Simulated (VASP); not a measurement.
## CdF2: single point with PBEsol

The system is CdF2.

```
Cd F
1.0
     0.00000    2.84350    2.38921
     2.84350    0.00000    2.38921
     2.84350    2.84350    0.00000
Cd F
1 2
Direct
  0.00000 0.00000 0.00000
  0.25000 0.25000 0.25000
  0.75000 0.75000 0.75000
```

This cell differs from its parent crystal: strain +e along x and -e along y +0.0000, strain +e along z and -e/2 along x and y -0.1125.

- Program: VASP 6.6.1
- Task: single point
- Functional: PBEsol
- Potentials or basis: VASP PAW PBE potentials, release 64 (Cd, F)
- Cutoff: 520 eV
- k mesh: 8 × 8 × 8
- Occupations: gaussian, width 0.05 eV
- Spin: no spin polarisation
- Dipole correction: no
- Further INCAR settings: ALGO = Normal; EDIFF = 1e-07; NBANDS = 20

* Pressure: 1.9 GPa
* Band gap on the k mesh: 2.07 eV (least direct gap 2.46 eV)

Stress tensor (GPa, compression positive):
```
-5.36  0.00  0.00
 0.00 -5.36  0.00
 0.00  0.00 16.44
```

Levels at points of the mesh, in eV from the valence-band top:
| k point | band 10 | band 11 | band 12 | band 13 | band 14 | band 15 | band 16 | band 17 |
| --- | --- | --- | --- | --- | --- | --- | --- | --- |
| (0.00, 0.00, 0.00) | -1.59 | -0.93 | -0.93 | -0.39 | 2.07 | 11.84 | 12.22 | 12.22 |
| (0.50, 0.00, 0.00) | -2.62 | -2.15 | -1.05 | -0.95 | 6.34 | 8.02 | 13.13 | 14.29 |
| (0.50, 0.50, 0.00) | -3.50 | -0.74 | -0.74 | -0.16 | 6.59 | 8.81 | 11.56 | 12.86 |
| (0.50, 0.00, 0.50) | -3.14 | -1.26 | -0.84 | 0.00 | 7.25 | 8.67 | 11.24 | 12.97 |

Run time: 20 s on 1 thread of Intel(R) Xeon(R) 6975P-C (Granite Rapids), with other jobs on the host, peak memory 0.18 GiB.

Caveat: the cell differs from its parent crystal (strain +e along x and -e along y +0.0000, strain +e along z and -e/2 along x and y -0.1125); the PAW data sets were made with another functional, which shifts forces and pressure a little. A k mesh can miss the band edges.
